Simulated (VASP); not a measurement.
# GdRe (Pm-3m) in VASP: further runs

The runs below take GdRe through single point, with PBE, r2SCAN.

Everything below comes from runs of VASP 6.6.1. Logs are shortened: lines on timing, memory, paths and dates and some standing lists are left out, and cuts for length are marked.

## (1) The cell of the first run

The structure is cubic, space group Pm-3m (No. 221). Conventional cell: a = 3.539 Å, b = 3.539 Å, c = 3.539 Å, α = 90.00°, β = 90.00°, γ = 90.00°. Gd (site symmetry m-3m) has 8 Re at 3.06 Å and 6 Gd at 3.54 Å within 4.0 Å. Within 4.0 Å of Re (site symmetry m-3m) lie 8 Gd at 3.06 Å and 6 Re at 3.54 Å.

## (2) Single point, PBE, collinear spin, ferromagnetic start (22.16 Å³/atom)

Contents of INCAR:

```
  PREC = Accurate
  ENCUT = 520
  EDIFF = 1E-6
  ISMEAR = 0
  SIGMA = 0.05
  LREAL = F
  LASPH = T
  NELM = 150
  ALGO = Normal
  ISIF = 2
  LWAVE = F
  LCHARG = F
  ISPIN = 2
  MAGMOM = 7.62 0
  LORBIT = 11
  LMAXMIX = 6
  GGA = PE
  NBANDS = 24
```

Contents of KPOINTS:

```
regular mesh
0
Gamma
  10 10 10
```

Contents of POSCAR:

```
GdRe
1.0
    3.5388221285      0.0000000000      0.0000000000
    0.0000000000      3.5388221285      0.0000000000
    0.0000000000      0.0000000000      3.5388221285
Gd Re
1 1
Direct
    0.0000000000      0.0000000000      0.0000000000
    0.5000000000      0.5000000000      0.5000000000
```

Potentials or basis: VASP PAW PBE potentials, release 64 (Gd, Re).

Launch:

```sh
cat potpaw_PBE.64/Gd/POTCAR potpaw_PBE.64/Re/POTCAR > POTCAR
mpirun -np 1 vasp_std > vasp.out
```

OUTCAR:

```text
PREC = Accurate
   ENCUT = 520
   EDIFF = 1E-6
   ISMEAR = 0
   LREAL = F
   LASPH = T
   NELM = 150
   ISIF = 2
   ISPIN = 2
   LORBIT = 11
   GGA = PE

 ion  position               nearest neighbor table
   1  0.000  0.000  0.000-   2 3.06   2 3.06   2 3.06   2 3.06   2 3.06   2 3.06   2 3.06   2 3.06

   2  0.500  0.500  0.500-   1 3.06   1 3.06   1 3.06   1 3.06   1 3.06   1 3.06   1 3.06   1 3.06

  LATTYP: Found a simple cubic cell.
 ALAT       =     3.5388221285

  Lattice vectors:

 A1 = (   3.5388221285,   0.0000000000,   0.0000000000)
 A2 = (   0.0000000000,   3.5388221285,   0.0000000000)
 A3 = (   0.0000000000,   0.0000000000,   3.5388221285)

Analysis of symmetry for initial positions (statically):
=====================================================================
 Subroutine PRICEL returns:
 Original cell was already a primitive cell.

 Routine SETGRP: Setting up the symmetry group for a
 simple cubic supercell.

 Subroutine GETGRP returns: Found 48 space group operations
 (whereof 48 operations were pure point group operations)
 out of a pool of 48 trial point group operations.

The static configuration has the point symmetry O_h .

Analysis of symmetry for dynamics (positions and initial velocities):
=====================================================================
 Subroutine PRICEL returns:
 Original cell was already a primitive cell.

 Routine SETGRP: Setting up the symmetry group for a
 simple cubic supercell.

 Subroutine GETGRP returns: Found 48 space group operations
 (whereof 48 operations were pure point group operations)
 out of a pool of 48 trial point group operations.

The dynamic configuration has the point symmetry O_h .

Analysis of structural, dynamic, and magnetic symmetry:
=====================================================================
 Subroutine PRICEL returns:
 Original cell was already a primitive cell.

 Routine SETGRP: Setting up the symmetry group for a
 simple cubic supercell.

 Subroutine GETGRP returns: Found 48 space group operations
 (whereof 48 operations were pure point group operations)
 out of a pool of 48 trial point group operations.

The overall configuration has the point symmetry O_h .

 Subroutine INISYM returns: Found 48 space group operations
 (whereof 48 operations are pure point group operations),
 and found     1 'primitive' translations

----------------------------------------------------------------------------------------

                                     Primitive cell

  volume of cell :      44.3176

  direct lattice vectors                    reciprocal lattice vectors
     3.538822129  0.000000000  0.000000000     0.282579899  0.000000000  0.000000000
     0.000000000  3.538822129  0.000000000     0.000000000  0.282579899  0.000000000
     0.000000000  0.000000000  3.538822129     0.000000000  0.000000000  0.282579899

  length of vectors
     3.538822129  3.538822129  3.538822129     0.282579899  0.282579899  0.282579899

  position of ions in fractional coordinates (direct lattice)
     0.000000000  0.000000000  0.000000000
     0.500000000  0.500000000  0.500000000

  ion indices of the primitive-cell ions
   primitive index   ion index
                 1           1
                 2           2

----------------------------------------------------------------------------------------

 KPOINTS: regular mesh

Automatic generation of k-mesh.
 Grid dimensions read from file:
 generate k-points for:   10   10   10

 Generating k-lattice:

  Cartesian coordinates                     Fractional coordinates (reciprocal lattice)
     0.028257990  0.000000000  0.000000000     0.100000000  0.000000000  0.000000000
     0.000000000  0.028257990  0.000000000     0.000000000  0.100000000  0.000000000
     0.000000000  0.000000000  0.028257990     0.000000000  0.000000000  0.100000000

  Length of vectors
     0.028257990  0.028257990  0.028257990

  Shift w.r.t. Gamma in fractional coordinates (k-lattice)
     0.000000000  0.000000000  0.000000000

 Subroutine IBZKPT returns following result:
 ===========================================

 Found     56 irreducible k-points:

 Following reciprocal coordinates:
            Coordinates               Weight
  0.000000  0.000000  0.000000      1.000000
  0.100000  0.000000  0.000000      6.000000
  0.200000  0.000000  0.000000      6.000000
  0.300000  0.000000  0.000000      6.000000
  0.400000  0.000000  0.000000      6.000000
  0.500000  0.000000  0.000000      3.000000
[... 16 lines left out ...]
  0.200000  0.100000  0.100000     24.000000
  0.300000  0.100000  0.100000     24.000000
 [... further k-points ...]
   k-points           NKPTS =     56   k-points in BZ     NKDIM =     56   number of bands    NBANDS=     24
   number of dos      NEDOS =    301   number of ions     NIONS =      2
   total plane-waves  NPLWV =  21952
   dimension x,y,z NGX =    28 NGY =   28 NGZ =   28
   dimension x,y,z NGXF=    56 NGYF=   56 NGZF=   56
   ions per type =               1   1
   NGX,Y,Z   is equivalent  to a cutoff of  13.15, 13.15, 13.15 a.u.
   NGXF,Y,Z  is equivalent  to a cutoff of  26.31, 26.31, 26.31 a.u.
 SYSTEM =  unknown system
   PREC   = accura    normal or accurate (medium, high low for compatibility)
   ISTART =      0    job   : 0-new  1-cont  2-samecut
   ICHARG =      2    charge: 1-file 2-atom 10-const
   ISPIN  =      2    spin polarized calculation?
   LNONCOLLINEAR =      F non collinear calculations
   LSORBIT =      F    spin-orbit coupling
   LASPH  =      T    aspherical Exc in radial PAW
   ENCUT  =  520.0 eV  38.22 Ry    6.18 a.u.   6.58  6.58  6.58*2*pi/ulx,y,z
   NELM   =    150;   NELMIN=  2; NELMDL= -5     # of ELM steps
   EDIFF  = 0.1E-05   stopping-criterion for ELM
   LREAL  =      F    real-space projection
   EDIFFG = 0.1E-04   stopping-criterion for IOM
   NSW    =      0    number of steps for IOM
   IBRION =     -1    ionic relax: 0-MD 1-quasi-New 2-CG
   NFREE  =      0    steps in history (QN), initial steepest desc. (CG)
   ISIF   =      2    stress and relaxation
   ISYM   =      2    0-nonsym 1-usesym 2-fastsym
   POTIM  = 0.5000    time-step for ionic-motion
   TEBEG  =    0.0;   TEEND  =   0.0 temperature during run
   PSTRESS=    0.0 pullay stress
   NELECT =      25.0000    total number of electrons
   NUPDOWN=      -1.0000    fix difference up-down
   EMIN   =  10.00;   EMAX   =-10.00  energy-range for DOS
   EFERMI =   0.00;   METHOD = LEGACY
   ISMEAR =     0;   SIGMA  =   0.05  broadening in eV -4-tet -1-fermi 0-gaus
   EFERMI_NEDOS =   21; number of points for ismear=-14 and -15
   IALGO  =     38    algorithm
   IMIX   =      4    mixing-type and parameters
     AMIX     =   0.40;   BMIX     =  1.00
     AMIX_MAG =   1.60;   BMIX_MAG =  1.00
  volume/ion in A,a.u.               =      22.16       149.53
  Fermi-wavevector in a.u.,A,eV,Ry     =   1.352683  2.556201 24.895286  1.829752
  Thomas-Fermi vector in A             =   2.480002
   LORBIT       =     11    0 simple, 1 ext, 2 COOP (PROOUT), +10 PAW based schemes
   GGA     = PE    functional components
   LHFCALC =     F    Hartree Fock is set to
   AEXX    =    0.0000 exact exchange contribution
   IVDW    =     0    specifies the selected vdW correction
   LEPSILON=     F    determine dielectric tensor
   LRPA    =     F    only Hartree local field effects (RPA)
 spin polarized calculation
 Gauss-broadening in eV      SIGMA  =   0.05
  energy-cutoff  :      520.00
  volume of cell :       44.32
 maximum number of plane-waves:      1222
 NGX is ok and might be reduce to    28
   NGX = 13   NGY = 13   NGZ = 13

 number of electron      24.9999995 magnetization       6.0305682

 Free energy of the ion-electron system (eV)
  ---------------------------------------------------
  ext. energy  EPLUGINS =         0.00000000
  ---------------------------------------------------
  free energy    TOTEN  =       -22.92194443 eV

  energy without entropy =      -22.91678425  energy(sigma->0) =      -22.91936434

 E-fermi :   4.1016     XC(G=0): -11.6790

 val. band max:        4.1014653388   @ k =   0.5000   0.2000   0.0000
 cond. band min:       4.1045185994   @ k =   0.4000   0.0000   0.0000
 fundamental gap:      0.0030532606
 Fermi energy:         4.1015524669

 spin component 1

 k-point     1 :       0.0000    0.0000    0.0000
  band No.  band energies     occupation
      1     -39.6963      1.00000
      2     -16.9292      1.00000
      3     -16.9292      1.00000
      4     -16.9292      1.00000
      5      -1.9137      1.00000
      6       0.6725      1.00000
[... 16 lines left out ...]
     23      12.4198      0.00000
     24      12.4198      0.00000
[... 598 lines left out ...]
      2     -17.2676      1.00000
      3     -16.9553      1.00000
      4     -16.9538      1.00000
      5      -0.0720      1.00000
      6       0.5305      1.00000
[... 16 lines left out ...]
     23      11.6022      0.00000
     24      15.6594      0.00000

 [... further k-points ...]

 spin component 2

 k-point     1 :       0.0000    0.0000    0.0000
  band No.  band energies     occupation
      1     -36.5930      1.00000
      2     -14.7300      1.00000
      3     -14.7300      1.00000
      4     -14.7300      1.00000
      5      -1.8617      1.00000
      6       1.1644      1.00000
[... 16 lines left out ...]
     23      12.6672      0.00000
     24      12.6672      0.00000
[... 598 lines left out ...]
      2     -15.1608      1.00000
      3     -14.7644      1.00000
      4     -14.7625      1.00000
      5       0.0387      1.00000
      6       1.9054      1.00000
[... 16 lines left out ...]
     23      12.3653      0.00000
     24      16.0983      0.00000

 [... further k-points ...]
[... 5 lines left out ...]
  --------------------------------------------------------------------------------------
  -------------------------------------------------------------------------------------
  Total       -1.7735355     -1.7735355     -1.7735355      0.0000000     -0.0000000      0.0000000
  in kB      -64.1171573    -64.1171573    -64.1171573      0.0000000     -0.0000000      0.0000000
  external PRESSURE =     -64.1171573 kB  Pullay stress =       0.0000000 kB

 VOLUME and BASIS-vectors are now :
 -----------------------------------------------------------------------------
  energy-cutoff  :      520.00
  volume of cell :       44.32
      direct lattice vectors                 reciprocal lattice vectors
     3.538822129  0.000000000  0.000000000     0.282579899  0.000000000  0.000000000
     0.000000000  3.538822129  0.000000000     0.000000000  0.282579899  0.000000000
     0.000000000  0.000000000  3.538822129     0.000000000  0.000000000  0.282579899

 POSITION                                       TOTAL-FORCE (eV/Angst)
 -----------------------------------------------------------------------------------
      0.00000      0.00000      0.00000         0.000000      0.000000      0.000000
      1.76941      1.76941      1.76941         0.000000      0.000000      0.000000
 -----------------------------------------------------------------------------------
    total drift:                               -0.000000      0.000000     -0.000000

  FREE ENERGIE OF THE ION-ELECTRON SYSTEM (eV)
  ---------------------------------------------------
  free  energy   TOTEN  =       -22.9219444327 eV

  energy  without entropy=      -22.9167842485  energy(sigma->0) =      -22.91936434

 total charge

# of ion       s       p       d       f       tot
--------------------------------------------------
    1        2.062   5.597   0.637   6.999  15.295
    2        0.587   0.241   4.804   0.000   5.632
--------------------------------------------------
tot          2.649   5.838   5.441   6.999  20.928

 magnetization (x)

# of ion       s       p       d       f       tot
--------------------------------------------------
    1        0.004  -0.083   0.092   6.760   6.772
    2       -0.029   0.006  -0.924   0.000  -0.947
--------------------------------------------------
tot         -0.025  -0.077  -0.833   6.760   5.825
```

Run time: 1.9 min. Hardware: 1 thread of AMD EPYC 9R45 (Zen 5), shared host; peak memory 0.23 GiB.

Results:

* Free energy: -22.9219 eV
* Pressure: -6.4 GPa
* Net moment: 6.03 μB per cell
* Site moments: Gd +6.77; Re -0.95 μB
* Valence electrons inside the program's atomic spheres: Gd 15.29; Re 5.63

Caveat: the cell stands under tension; spin-orbit coupling is left out, which moves the levels of the heavy elements; semilocal functionals describe open f shells poorly, which spoils levels, moments and volumes. The state reached can hang on the start; a lower one may exist.

## (3) Single point, PBE, collinear spin, ferromagnetic start (22.78 Å³/atom)

This run uses another cell than the first one, of 22.78 Å³/atom.

Contents of INCAR:

```
SYSTEM = GdRe
ALGO = Normal
EDIFF = 1E-6
ENCUT = 520
GGA = PE
ISIF = 2
ISMEAR = 0
ISPIN = 2
LASPH = .True.
LCHARG = .False.
LMAXMIX = 6
LORBIT = 11
LREAL = .False.
LWAVE = .False.
MAGMOM = 7.63 0
NBANDS = 24
NELM = 150
PREC = Accurate
SIGMA = 0.05
```

Contents of KPOINTS:

```
k-points
0
Gamma
  10 10 10
  0 0 0
```

Contents of POSCAR:

```
GdRe
1.0
    3.5715908645      0.0000000000      0.0000000000
    0.0000000000      3.5715908645      0.0000000000
    0.0000000000      0.0000000000      3.5715908645
Gd Re
1 1
Direct
    0.0000000000      0.0000000000      0.0000000000
    0.5000000000      0.5000000000      0.5000000000
```

Potentials or basis: VASP PAW PBE potentials, release 64 (Gd, Re).

Launch:

```sh
cat potpaw_PBE.64/Gd/POTCAR potpaw_PBE.64/Re/POTCAR > POTCAR
mpirun -np 1 vasp_std > vasp.out
```

It took 1.9 min on 1 thread of AMD EPYC 9R45 (Zen 5), shared host; peak memory 0.23 GiB.

The run converged. Its results:

| Quantity | Value |
| --- | --- |
| Free energy | -22.8646 eV |
| Pressure | -8.5 GPa |
| Net moment | 5.96 μB per cell |
| Site moments | Gd +6.78; Re -1.01 μB |
| Valence electrons inside the program's atomic spheres | Gd 15.27; Re 5.59 |

Levels at points of the mesh, in eV from the Fermi level:
Spin up:
```csv
k point,band 13,band 14,band 15,band 16,band 17,band 18
"(0.00, 0.00, 0.00)",-2.74,-2.74,0.42,0.42,0.42,3.60
"(0.50, 0.00, 0.00)",-2.09,-1.06,0.44,0.44,0.80,1.22
"(0.50, 0.50, 0.00)",-2.62,-1.01,-1.01,1.83,1.89,2.21
"(0.50, 0.50, 0.50)",-0.61,-0.61,-0.52,-0.52,-0.52,1.96
```
Spin down:
| k point | band 6 | band 7 | band 8 | band 9 | band 10 | band 11 | band 12 | band 13 | band 14 | band 15 |
| --- | --- | --- | --- | --- | --- | --- | --- | --- | --- | --- |
| (0.00, 0.00, 0.00) | -2.83 | -2.83 | -0.18 | -0.18 | -0.18 | 1.78 | 1.78 | 1.78 | 1.80 | 1.80 |
| (0.50, 0.00, 0.00) | -1.86 | -1.75 | -0.50 | -0.50 | -0.01 | 1.13 | 1.55 | 1.94 | 1.94 | 2.07 |
| (0.50, 0.50, 0.00) | -2.79 | -1.42 | -1.42 | 1.36 | 1.41 | 1.47 | 1.47 | 1.77 | 1.78 | 1.78 |
| (0.50, 0.50, 0.50) | -1.04 | -1.04 | -0.27 | -0.27 | -0.27 | 1.05 | 1.44 | 1.44 | 1.81 | 1.81 |

Caveat: the cell stands under tension; spin-orbit coupling is left out, which moves the levels of the heavy elements; semilocal functionals describe open f shells poorly, which spoils levels, moments and volumes. The state reached can hang on the start; a lower one may exist.

## (4) Single point, PBE, collinear spin, ferromagnetic start

This run uses another cell than the first one, of 20.71 Å³/atom.

Contents of INCAR:

```
  PREC = Accurate
  ENCUT = 520
  EDIFF = 1E-7
  ISMEAR = 0
  SIGMA = 0.05
  LREAL = F
  LASPH = T
  NELM = 150
  ALGO = Normal
  ISIF = 2
  LWAVE = F
  LCHARG = T
  ISPIN = 2
  MAGMOM = 7 0
  LORBIT = 11
  LMAXMIX = 6
  GGA = PE
  LELF = T
  LVHAR = T
  NBANDS = 24
```

Contents of KPOINTS:

```
Automatic mesh
0
Gamma
  12 12 12
```

Contents of POSCAR:

```
GdRe
1.0
    3.4599047400      0.0000000000      0.0000000000
    0.0000000000      3.4599047400      0.0000000000
    0.0000000000      0.0000000000      3.4599047400
Gd Re
1 1
Direct
    0.0000000000      0.0000000000      0.0000000000
    0.5000000000      0.5000000000      0.5000000000
```

Launch:

```sh
cat potpaw_PBE.64/Gd/POTCAR potpaw_PBE.64/Re/POTCAR > POTCAR
mpirun -np 1 vasp_std > vasp.out
```

Wall time 5.9 min (1 thread of AMD EPYC 9R45 (Zen 5), shared host); peak memory 0.27 GiB.

Results (log left out):

| Property | Result |
| --- | --- |
| Free energy | -22.9838 eV |
| Pressure | 0.2 GPa |
| Net moment | 6.05 μB per cell |
| Site moments | Gd +6.75; Re -0.90 μB |
| Valence electrons inside the program's atomic spheres | Gd 15.36; Re 5.74 |

Levels at points of the mesh, in eV from the Fermi level:
Spin up:
```
           k point  band 11  band 12  band 13  band 14  band 15  band 16  band 17  band 18  band 19  band 20
(0.00, 0.00, 0.00)    -3.25    -3.22    -3.22    -3.21     0.33     0.33     0.33     3.87     3.87     7.49
(0.50, 0.00, 0.00)    -3.19    -2.63    -2.12    -1.22     0.45     0.45     0.63     1.28     2.44     2.76
(0.50, 0.50, 0.00)    -3.19    -3.18    -2.95    -1.29    -1.29     2.04     2.08     2.65     2.65     4.68
(0.50, 0.50, 0.50)    -3.21    -0.67    -0.67    -0.67    -0.63    -0.63    -0.63     2.17     2.17     4.42
```
Spin down:
```csv
k point,band 7,band 8,band 9,band 10,band 11,band 12,band 13,band 14
"(0.00, 0.00, 0.00)",-3.29,-0.16,-0.16,-0.16,1.95,1.95,1.95,1.99
"(0.50, 0.00, 0.00)",-1.76,-0.48,-0.48,0.02,1.28,1.37,2.15,2.15
"(0.50, 0.50, 0.00)",-1.62,-1.62,1.59,1.63,1.63,1.68,1.95,1.96
"(0.50, 0.50, 0.50)",-0.95,-0.41,-0.41,-0.41,1.21,1.68,1.68,1.99
```

Caveat: spin-orbit coupling is left out, which moves the levels of the heavy elements; semilocal functionals describe open f shells poorly, which spoils levels, moments and volumes. The state reached can hang on the start; a lower one may exist.

[end of part 1 of 2]
